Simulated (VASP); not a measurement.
## Ag: single point with PBEsol

Crystal: Ag.

```
Ag
1.0
    -1.61284    1.61284    1.61284
     1.61284   -1.61284    1.61284
     1.61284    1.61284   -1.61284
Ag
1
Cartesian
  0.0000 0.0000 0.0000
```

| Item | Value |
| --- | --- |
| Program | VASP 6.6.1 |
| Task | single point |
| Functional | PBEsol |
| Potentials or basis | VASP PAW PBE potentials, release 64 (Ag) |
| Cutoff | 520 eV |
| k mesh | 22 × 22 × 22 |
| Occupations | fermi-dirac, width 0.1 eV |
| Spin | no spin polarisation |
| Dipole correction | no |
| Further INCAR settings | ALGO = Normal; EDIFF = 1e-06; NBANDS = 12 |

```yaml
Pressure: -0.3 GPa
```

Levels at points of the mesh, in eV from the Fermi level:
```
           k point  band 2  band 3  band 4  band 5  band 6  band 7  band 8  band 9  band 10  band 11
(0.00, 0.00, 0.00)   -4.95   -4.95   -4.95   -3.57   -3.57   18.00   18.00   18.00    24.54    24.54
(0.50, 0.00, 0.00)   -5.77   -3.63   -3.44   -2.52   -0.17    4.24   13.37   14.59    20.21    21.47
(0.50, 0.50, 0.50)   -6.45   -2.78   -2.78   -2.78    6.89    6.89    6.89   13.04    13.69    13.69
```

Wall time 27 s on 1 thread of Intel(R) Xeon(R) 6975P-C (Granite Rapids), on a shared host, peak memory 0.19 GiB.

Caveat: the PAW data sets were made with another functional, which shifts forces and pressure a little.
